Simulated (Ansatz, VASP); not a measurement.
MoS2 in VASP and in Ansatz

```
Mo S
1.0
     1.58000    0.91221    6.15000
    -1.58000    0.91221    6.15000
     0.00000   -1.82443    6.15000
Mo S
1 2
Direct
  0.00000 0.00000 0.00000
  0.41700 0.41700 0.41700
  0.25000 0.25000 0.25000
```

Alike in both runs: task relaxation of cell and atoms; functional PBEsol; dispersion D4; k mesh 10 × 10 × 10; occupations fermi-dirac, width 0.05 eV; no spin polarisation.

|  | VASP | Ansatz |
| --- | --- | --- |
| version | VASP 6.6.1 | Ansatz 0.2.0 |
| potentials or method | VASP PAW PBE potentials, release 64 (Mo_sv, S) | Ansatz PAW |
| plane-wave cutoff (eV) | 600 | 420 |
| valence electrons in the cell | 26 | 26 |

Ansatz gave:

| Item | Value |
| --- | --- |
| gap on the k mesh at the Fermi level, each at its own relaxed structure (eV) | 0.66 |
| relaxed volume (Å³/atom) | 16.68 |
| relaxed length of the cell vector where the two differ most in proportion (Å) | 6.178 |

Task: What did VASP give for the same quantities?

Result: gap on the k mesh at the Fermi level, each at its own relaxed structure (eV): 0.68; relaxed volume (Å³/atom): 16.68; relaxed length of the cell vector where the two differ most in proportion (Å): 6.179.

VASP's potentials were made for PBE, not for PBEsol.

Noted on Ansatz's run: the plane-wave basis is chosen anew once the cell has moved, so the energies of steps on either side of that aren't comparable.
